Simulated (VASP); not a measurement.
# Ga4AsP3 (P-43m) in VASP: further runs

Runs on Ga4AsP3. Level: PBE. Tasks: relaxation of cell and atoms, single point.

Everything below comes from runs of VASP 6.6.1. Logs are shortened: lines on timing, memory, paths and dates and some standing lists are left out, and cuts for length are marked.

**1. The cell of the first run**

It takes space group P-43m (No. 215, cubic). Conventional cell: a = 5.560 Å, b = 5.560 Å, c = 5.560 Å, α = 90.00°, β = 90.00°, γ = 90.00°. Ga (site symmetry 3m) has 3 P at 2.39 Å and 1 As at 2.45 Å within 3.2 Å. Within 3.2 Å of P (site symmetry -42m) lie 4 Ga at 2.39 Å. Within 3.2 Å of As (site symmetry -43m) lie 4 Ga at 2.45 Å.

**2. Relaxation of cell and atoms, PBE**

Input file INCAR:

```
PREC = Accurate
ENCUT = 600
EDIFF = 1E-6
ISMEAR = 0
SIGMA = 0.02
LREAL = F
LASPH = T
NELM = 80
ALGO = Normal
ISIF = 3
LWAVE = F
LCHARG = F
GGA = PE
IBRION = 2
NSW = 100
EDIFFG = -0.01
```

Input file KPOINTS:

```
regular mesh
0
Gamma
  6 6 6
```

Input file POSCAR:

```
Ga4AsP3
1.0
    5.5601660906      0.0000000000      0.0000000000
    0.0000000000      5.5601660906      0.0000000000
    0.0000000000      0.0000000000      5.5601660906
Ga P As
4 3 1
Direct
    0.7541368987      0.7541368987      0.2458631013
    0.7541368987      0.2458631013      0.7541368987
    0.2458631013      0.7541368987      0.7541368987
    0.2458631013      0.2458631013      0.2458631013
    0.5000000000      0.0000000000      0.0000000000
    0.0000000000      0.5000000000      0.0000000000
    0.0000000000      0.0000000000      0.5000000000
    0.5000000000      0.5000000000      0.5000000000
```

Potentials or basis: VASP PAW PBE potentials, release 64 (Ga_d, P, As).

Command:

```console
$ cat potpaw_PBE.64/Ga_d/POTCAR potpaw_PBE.64/P/POTCAR potpaw_PBE.64/As/POTCAR > POTCAR
$ mpirun -np 1 vasp_std > vasp.out
```

OUTCAR:

```text
PREC = Accurate
   ENCUT = 600
   EDIFF = 1E-6
   ISMEAR = 0
   LREAL = F
   LASPH = T
   NELM = 80
   ISIF = 3
   GGA = PE
   IBRION = 2
   NSW = 100
   EDIFFG = -0.01

 ion  position               nearest neighbor table
   1  0.754  0.754  0.246-   5 2.39   6 2.39   7 2.39   8 2.45
   2  0.754  0.246  0.754-   5 2.39   6 2.39   7 2.39   8 2.45
   3  0.246  0.754  0.754-   5 2.39   6 2.39   7 2.39   8 2.45
   4  0.246  0.246  0.246-   5 2.39   6 2.39   7 2.39   8 2.45
   5  0.500  0.000  0.000-   1 2.39   2 2.39   3 2.39   4 2.39
   6  0.000  0.500  0.000-   1 2.39   2 2.39   3 2.39   4 2.39
   7  0.000  0.000  0.500-   1 2.39   2 2.39   3 2.39   4 2.39
   8  0.500  0.500  0.500-   1 2.45   2 2.45   3 2.45   4 2.45

  LATTYP: Found a simple cubic cell.
 ALAT       =     5.5601660906

  Lattice vectors:

 A1 = (   5.5601660906,   0.0000000000,   0.0000000000)
 A2 = (   0.0000000000,   5.5601660906,   0.0000000000)
 A3 = (   0.0000000000,   0.0000000000,   5.5601660906)

Analysis of symmetry for initial positions (statically):
=====================================================================
 Subroutine PRICEL returns:
 Original cell was already a primitive cell.

 Routine SETGRP: Setting up the symmetry group for a
 simple cubic supercell.

 Subroutine GETGRP returns: Found 24 space group operations
 (whereof 24 operations were pure point group operations)
 out of a pool of 48 trial point group operations.

The static configuration has the point symmetry T_d .

Analysis of symmetry for dynamics (positions and initial velocities):
=====================================================================
 Subroutine PRICEL returns:
 Original cell was already a primitive cell.

 Routine SETGRP: Setting up the symmetry group for a
 simple cubic supercell.

 Subroutine GETGRP returns: Found 24 space group operations
 (whereof 24 operations were pure point group operations)
 out of a pool of 48 trial point group operations.

The dynamic configuration has the point symmetry T_d .

 Subroutine INISYM returns: Found 24 space group operations
 (whereof 24 operations are pure point group operations),
 and found     1 'primitive' translations

----------------------------------------------------------------------------------------

                                     Primitive cell

  volume of cell :     171.8950

  direct lattice vectors                    reciprocal lattice vectors
     5.560166091  0.000000000  0.000000000     0.179850743  0.000000000  0.000000000
     0.000000000  5.560166091  0.000000000     0.000000000  0.179850743  0.000000000
     0.000000000  0.000000000  5.560166091     0.000000000  0.000000000  0.179850743

  length of vectors
     5.560166091  5.560166091  5.560166091     0.179850743  0.179850743  0.179850743

  position of ions in fractional coordinates (direct lattice)
     0.754136899  0.754136899  0.245863101
     0.754136899  0.245863101  0.754136899
     0.245863101  0.754136899  0.754136899
     0.245863101  0.245863101  0.245863101
     0.500000000  0.000000000  0.000000000
     0.000000000  0.500000000  0.000000000
     0.000000000  0.000000000  0.500000000
     0.500000000  0.500000000  0.500000000

  ion indices of the primitive-cell ions
   primitive index   ion index
                 1           1
                 2           2
                 3           3
                 4           4
                 5           5
                 6           6
                 7           7
                 8           8

----------------------------------------------------------------------------------------

 KPOINTS: regular mesh

Automatic generation of k-mesh.
 Grid dimensions read from file:
 generate k-points for:    6    6    6

 Generating k-lattice:

  Cartesian coordinates                     Fractional coordinates (reciprocal lattice)
     0.029975124  0.000000000  0.000000000     0.166666667  0.000000000  0.000000000
     0.000000000  0.029975124  0.000000000     0.000000000  0.166666667  0.000000000
     0.000000000  0.000000000  0.029975124     0.000000000  0.000000000  0.166666667

  Length of vectors
     0.029975124  0.029975124  0.029975124

  Shift w.r.t. Gamma in fractional coordinates (k-lattice)
     0.000000000  0.000000000  0.000000000

 Subroutine IBZKPT returns following result:
 ===========================================

 Found     20 irreducible k-points:

 Following reciprocal coordinates:
            Coordinates               Weight
  0.000000  0.000000  0.000000      1.000000
  0.166667  0.000000  0.000000      6.000000
  0.333333  0.000000  0.000000      6.000000
  0.500000  0.000000  0.000000      3.000000
  0.166667  0.166667  0.000000     12.000000
  0.333333  0.166667  0.000000     24.000000
[... 12 lines left out ...]
  0.500000  0.500000  0.333333      6.000000
  0.500000  0.500000  0.500000      1.000000
   k-points           NKPTS =     20   k-points in BZ     NKDIM =     20   number of bands    NBANDS=     43
   number of dos      NEDOS =    301   number of ions     NIONS =      8
   total plane-waves  NPLWV = 110592
   dimension x,y,z NGX =    48 NGY =   48 NGZ =   48
   dimension x,y,z NGXF=    96 NGYF=   96 NGZF=   96
   ions per type =               4   3   1
   NGX,Y,Z   is equivalent  to a cutoff of  14.35, 14.35, 14.35 a.u.
   NGXF,Y,Z  is equivalent  to a cutoff of  28.70, 28.70, 28.70 a.u.
 SYSTEM =  unknown system
   PREC   = accura    normal or accurate (medium, high low for compatibility)
   ISTART =      0    job   : 0-new  1-cont  2-samecut
   ICHARG =      2    charge: 1-file 2-atom 10-const
   ISPIN  =      1    spin polarized calculation?
   LNONCOLLINEAR =      F non collinear calculations
   LSORBIT =      F    spin-orbit coupling
   LASPH  =      T    aspherical Exc in radial PAW
   ENCUT  =  600.0 eV  44.10 Ry    6.64 a.u.  11.11 11.11 11.11*2*pi/ulx,y,z
   NELM   =     80;   NELMIN=  2; NELMDL= -5     # of ELM steps
   EDIFF  = 0.1E-05   stopping-criterion for ELM
   LREAL  =      F    real-space projection
   EDIFFG = -.1E-01   stopping-criterion for IOM
   NSW    =    100    number of steps for IOM
   IBRION =      2    ionic relax: 0-MD 1-quasi-New 2-CG
   NFREE  =      1    steps in history (QN), initial steepest desc. (CG)
   ISIF   =      3    stress and relaxation
   ISYM   =      2    0-nonsym 1-usesym 2-fastsym
   POTIM  = 0.5000    time-step for ionic-motion
   TEBEG  =    0.0;   TEEND  =   0.0 temperature during run
   PSTRESS=    0.0 pullay stress
   NELECT =      72.0000    total number of electrons
   NUPDOWN=      -1.0000    fix difference up-down
   EMIN   =  10.00;   EMAX   =-10.00  energy-range for DOS
   EFERMI =   0.00;   METHOD = LEGACY
   ISMEAR =     0;   SIGMA  =   0.02  broadening in eV -4-tet -1-fermi 0-gaus
   EFERMI_NEDOS =   21; number of points for ismear=-14 and -15
   IALGO  =     38    algorithm
   IMIX   =      4    mixing-type and parameters
     AMIX     =   0.40;   BMIX     =  1.00
     AMIX_MAG =   1.60;   BMIX_MAG =  1.00
  volume/ion in A,a.u.               =      21.49       145.00
  Fermi-wavevector in a.u.,A,eV,Ry     =   1.224892  2.314711 20.413652  1.500361
  Thomas-Fermi vector in A             =   2.359950
   LORBIT       =      0    0 simple, 1 ext, 2 COOP (PROOUT), +10 PAW based schemes
   GGA     = PE    functional components
   LHFCALC =     F    Hartree Fock is set to
   AEXX    =    0.0000 exact exchange contribution
   IVDW    =     0    specifies the selected vdW correction
   LEPSILON=     F    determine dielectric tensor
   LRPA    =     F    only Hartree local field effects (RPA)
 conjugate gradient relaxation of ions
 non-spin polarized calculation
 Gauss-broadening in eV      SIGMA  =   0.02
  energy-cutoff  :      600.00
  volume of cell :      171.90
 maximum number of plane-waves:      5832
 NGX is ok and might be reduce to    48
   NGX = 23   NGY = 23   NGZ = 23

--------------------------------------- Ionic step        1  -------------------------------------------

 number of electron      72.0000047 magnetization

 Free energy of the ion-electron system (eV)
  ---------------------------------------------------
  ext. energy  EPLUGINS =         0.00000000
  ---------------------------------------------------
  free energy    TOTEN  =       -35.60003713 eV

  energy without entropy =      -35.60003713  energy(sigma->0) =      -35.60003713

------------------------ aborting loop because EDIFF is reached ----------------------------------------

  FORCE on cell =-STRESS in cart. coord.  units (eV):
  Direction    XX          YY          ZZ          XY          YZ          ZX
  --------------------------------------------------------------------------------------
  -------------------------------------------------------------------------------------
  Total        0.2208759      0.2208759      0.2208759     -0.0000000     -0.0000000     -0.0000000
  in kB        2.0587117      2.0587117      2.0587117     -0.0000000     -0.0000000     -0.0000000
  external PRESSURE =       2.0587117 kB  Pullay stress =       0.0000000 kB
[... 195 lines left out ...]
  energy  without entropy=      -35.6006749817  energy(sigma->0) =      -35.60067498

--------------------------------------- Ionic step        6  -------------------------------------------

 number of electron      72.0000057 magnetization

 Free energy of the ion-electron system (eV)
  ---------------------------------------------------
  ext. energy  EPLUGINS =         0.00000000
  ---------------------------------------------------
  free energy    TOTEN  =       -35.60074798 eV

  energy without entropy =      -35.60074798  energy(sigma->0) =      -35.60074798

 E-fermi :   4.2334     XC(G=0):  -9.6148

 val. band max:        4.1329780980   @ k =   0.0000   0.0000   0.0000
 cond. band min:       5.2830599768   @ k =   0.0000   0.0000   0.0000
 fundamental gap:      1.1500818788
 Fermi energy:         4.2334174008

 k-point     1 :       0.0000    0.0000    0.0000
  band No.  band energies     occupation
      1     -10.5572      2.00000
      2     -10.5454      2.00000
      3     -10.5454      2.00000
      4     -10.4469      2.00000
      5     -10.4469      2.00000
      6     -10.4469      2.00000
[... 944 lines left out ...]
  FREE ENERGIE OF THE ION-ELECTRON SYSTEM (eV)
  ---------------------------------------------------
  free  energy   TOTEN  =       -35.6007479848 eV

  energy  without entropy=      -35.6007479848  energy(sigma->0) =      -35.60074798

 reached required accuracy - stopping structural energy minimisation
```

Wall time 10 min (1 thread of Intel Xeon Platinum 8488C (Sapphire Rapids), shared host); peak memory 0.43 GiB.

What came out:

| Property | Result |
| --- | --- |
| Free energy | -35.6007 eV |
| Relaxed volume | 21.55 Å³/atom |
| Relaxed cell | a = 5.566 Å, b = 5.566 Å, c = 5.566 Å, α = 90.00°, β = 90.00°, γ = 90.00° |
| Space group after relaxing (to 0.1 Å) | P-43m (No. 215) |
| Energy gained by relaxing | 0.1 meV/atom |
| Ionic steps | 6 |
| Pressure after relaxing | 0.0 GPa |
| Band gap on the k mesh | 1.15 eV |

Forces on the atoms (eV/Å):
```
Ga  -0.001 -0.001  0.001
Ga  -0.001  0.001 -0.001
Ga   0.001 -0.001 -0.001
Ga   0.001  0.001  0.001
P    0.000  0.000  0.000
P    0.000  0.000  0.000
P    0.000  0.000  0.000
As   0.000  0.000  0.000
```

The path:
```tsv
step	energy change (eV)	largest force (eV/Å)	pressure (GPa)	volume (Å³)
1	0.0000	0.0571	0.21	171.90
2	-0.0006	0.0138	-0.08	172.58
3	-0.0006	0.0209	0.00	172.49
4	-0.0006	0.0161	-0.10	172.54
5	-0.0006	0.0197	-0.07	172.51
6	-0.0007	0.0026	0.02	172.40
```

Final structure:
```
CELL_PARAMETERS angstrom
5.56561 0.00000 0.00000
0.00000 5.56561 0.00000
0.00000 0.00000 5.56561
ATOMIC_POSITIONS crystal
Ga 0.75454 0.75454 0.24546
Ga 0.75454 0.24546 0.75454
Ga 0.24546 0.75454 0.75454
Ga 0.24546 0.24546 0.24546
P 0.50000 0.00000 0.00000
P 0.00000 0.50000 0.00000
P 0.00000 0.00000 0.50000
As 0.50000 0.50000 0.50000
```

Levels at points of the mesh, in eV from the valence-band top:
| k point | band 33 | band 34 | band 35 | band 36 | band 37 | band 38 | band 39 | band 40 |
| --- | --- | --- | --- | --- | --- | --- | --- | --- |
| (0.00, 0.00, 0.00) | -2.53 | 0.00 | 0.00 | 0.00 | 1.15 | 1.44 | 1.78 | 1.78 |
| (0.50, 0.00, 0.00) | -1.75 | -1.75 | -1.47 | -1.47 | 2.03 | 2.24 | 3.41 | 3.55 |
| (0.50, 0.50, 0.00) | -1.38 | -1.24 | -1.02 | -1.02 | 2.84 | 2.84 | 3.01 | 3.19 |
| (0.50, 0.50, 0.50) | -1.18 | -0.85 | -0.85 | -0.85 | 1.36 | 1.38 | 1.38 | 1.38 |

A k mesh can miss the band edges.

**3. Single point, PBE**

This run uses another cell than the first one, of 19.77 Å³/atom.

Input file INCAR:

```
SYSTEM = Ga4AsP3
ALGO = Normal
EDIFF = 1E-6
ENCUT = 520
GGA = PE
ISIF = 2
ISMEAR = 0
LASPH = .TRUE.
LCHARG = .FALSE.
LREAL = .FALSE.
LWAVE = .FALSE.
NBANDS = 46
NELM = 100
PREC = Accurate
SIGMA = 0.1
```

Input file KPOINTS:

```
k-points
0
G
  4 4 4
  0 0 0
```

Input file POSCAR:

```
Ga4AsP3
1.0
    5.4080245900      0.0000000000      0.0000000000
    0.0000000000      5.4080245900      0.0000000000
    0.0000000000      0.0000000000      5.4080245900
Ga P As
4 3 1
Direct
    0.7500000000      0.7500000000      0.2500000000
    0.7500000000      0.2500000000      0.7500000000
    0.2500000000      0.7500000000      0.7500000000
    0.2500000000      0.2500000000      0.2500000000
    0.5000000000      0.0000000000      0.0000000000
    0.0000000000      0.5000000000      0.0000000000
    0.0000000000      0.0000000000      0.5000000000
    0.5000000000      0.5000000000      0.5000000000
```

Potentials or basis: VASP PAW PBE potentials, release 64 (Ga_d, P, As).

Command:

```console
$ cat potpaw_PBE.64/Ga_d/POTCAR potpaw_PBE.64/P/POTCAR potpaw_PBE.64/As/POTCAR > POTCAR
$ mpirun -np 1 vasp_std > vasp.out
```

OUTCAR:

```text
SYSTEM = Ga4AsP3
   EDIFF = 1E-6
   ENCUT = 520
   GGA = PE
   ISIF = 2
   ISMEAR = 0
   LASPH = .TRUE.
   LREAL = .FALSE.
   NELM = 100
   PREC = Accurate

 ion  position               nearest neighbor table
   1  0.750  0.750  0.250-   5 2.34   6 2.34   7 2.34   8 2.34
   2  0.750  0.250  0.750-   5 2.34   6 2.34   7 2.34   8 2.34
   3  0.250  0.750  0.750-   5 2.34   6 2.34   7 2.34   8 2.34
   4  0.250  0.250  0.250-   5 2.34   6 2.34   7 2.34   8 2.34
   5  0.500  0.000  0.000-   1 2.34   2 2.34   3 2.34   4 2.34
   6  0.000  0.500  0.000-   1 2.34   2 2.34   3 2.34   4 2.34
   7  0.000  0.000  0.500-   1 2.34   2 2.34   3 2.34   4 2.34
   8  0.500  0.500  0.500-   1 2.34   2 2.34   3 2.34   4 2.34

  LATTYP: Found a simple cubic cell.
 ALAT       =     5.4080245900

  Lattice vectors:

 A1 = (   5.4080245900,   0.0000000000,   0.0000000000)
 A2 = (   0.0000000000,   5.4080245900,   0.0000000000)
 A3 = (   0.0000000000,   0.0000000000,   5.4080245900)

Analysis of symmetry for initial positions (statically):
[... 175 lines left out ...]
 Fermi energy:         5.4440055538

 k-point     1 :       0.0000    0.0000    0.0000
  band No.  band energies     occupation
      1      -9.9172      2.00000
      2      -9.8495      2.00000
      3      -9.8495      2.00000
      4      -9.7333      2.00000
      5      -9.7333      2.00000
      6      -9.7333      2.00000
[... 479 lines left out ...]
     45       9.7363      0.00000
     46       9.7606      0.00000

------------------------ aborting loop because EDIFF is reached ----------------------------------------

  FORCE on cell =-STRESS in cart. coord.  units (eV):
  Direction    XX          YY          ZZ          XY          YZ          ZX
  --------------------------------------------------------------------------------------
  -------------------------------------------------------------------------------------
  Total        7.6056408      7.6056408      7.6056408     -0.0000000      0.0000000     -0.0000000
  in kB       77.0425096     77.0425096     77.0425096     -0.0000000      0.0000000     -0.0000000
  external PRESSURE =      77.0425096 kB  Pullay stress =       0.0000000 kB

 VOLUME and BASIS-vectors are now :
 -----------------------------------------------------------------------------
  energy-cutoff  :      520.00
  volume of cell :      158.17
      direct lattice vectors                 reciprocal lattice vectors
     5.408024590  0.000000000  0.000000000     0.184910402  0.000000000  0.000000000
     0.000000000  5.408024590  0.000000000     0.000000000  0.184910402  0.000000000
     0.000000000  0.000000000  5.408024590     0.000000000  0.000000000  0.184910402

 POSITION                                       TOTAL-FORCE (eV/Angst)
 -----------------------------------------------------------------------------------
      4.05602      4.05602      1.35201         0.468014      0.468014     -0.468014
      4.05602      1.35201      4.05602         0.468014     -0.468014      0.468014
      1.35201      4.05602      4.05602        -0.468014      0.468014      0.468014
      1.35201      1.35201      1.35201        -0.468014     -0.468014     -0.468014
      2.70401      0.00000      0.00000        -0.000000     -0.000000     -0.000000
      0.00000      2.70401      0.00000        -0.000000     -0.000000     -0.000000
      0.00000      0.00000      2.70401        -0.000000     -0.000000     -0.000000
      2.70401      2.70401      2.70401        -0.000000     -0.000000      0.000000
 -----------------------------------------------------------------------------------
    total drift:                               -0.000000      0.000000     -0.000000

  FREE ENERGIE OF THE ION-ELECTRON SYSTEM (eV)
  ---------------------------------------------------
  free  energy   TOTEN  =       -35.2061017510 eV

  energy  without entropy=      -35.2061017510  energy(sigma->0) =      -35.20610175
```

OSZICAR:

```text
N       E                     dE             d eps       ncg     rms          rms(c)
DAV:   1     0.663544509225E+03    0.66354E+03   -0.32539E+04   994   0.234E+03
DAV:   2     0.747473641519E+02   -0.58880E+03   -0.56577E+03   982   0.625E+02
DAV:   3    -0.296233232535E+02   -0.10437E+03   -0.10145E+03  1058   0.179E+02
DAV:   4    -0.360119699363E+02   -0.63886E+01   -0.63434E+01  1144   0.447E+01
DAV:   5    -0.362230265680E+02   -0.21106E+00   -0.21091E+00  1194   0.807E+00    0.843E+00
DAV:   6    -0.353046543613E+02    0.91837E+00   -0.16977E+00  1376   0.145E+01    0.505E+00
DAV:   7    -0.352026957732E+02    0.10196E+00   -0.88632E-01  1044   0.382E+00    0.202E+00
DAV:   8    -0.352067769076E+02   -0.40811E-02   -0.16676E-01  1224   0.427E+00    0.325E-01
DAV:   9    -0.352053637495E+02    0.14132E-02   -0.26636E-02  1194   0.226E+00    0.992E-02
DAV:  10    -0.352057978727E+02   -0.43412E-03   -0.41862E-03  1128   0.421E-01    0.664E-02
DAV:  11    -0.352060740142E+02   -0.27614E-03   -0.62568E-04  1310   0.113E-01    0.389E-02
DAV:  12    -0.352060969810E+02   -0.22967E-04   -0.37170E-05  1174   0.481E-02    0.177E-02
DAV:  13    -0.352061013391E+02   -0.43581E-05   -0.47242E-05  1106   0.729E-02    0.690E-03
DAV:  14    -0.352061017510E+02   -0.41197E-06   -0.50300E-06   944   0.166E-02
   1 F= -.35206102E+02 E0= -.35206102E+02  d E =-.282197E-11
```

stdout:

```text
POSCAR found type information on POSCAR GaP As
 POSCAR found :  3 types and       8 ions
 scaLAPACK will be used
 LDA part: xc-table for (Slater+PW92), standard interpolation
 POSCAR, INCAR and KPOINTS ok, starting setup
 FFT: planning ... GRIDC
 FFT: planning ... GRID_SOFT
 FFT: planning ... GRID
 WAVECAR not read
 entering main loop
```

Wall time 1.8 min (1 thread of Intel Xeon 8259CL, shared host); peak memory 0.27 GiB.

What came out:

```
Free energy            : -35.2061 eV
Pressure               : 7.7 GPa
Band gap on the k mesh : 1.50 eV
```

Caveat: the cell stands under pressure. A k mesh can miss the band edges.

(Part 1 of 2 ends here.)
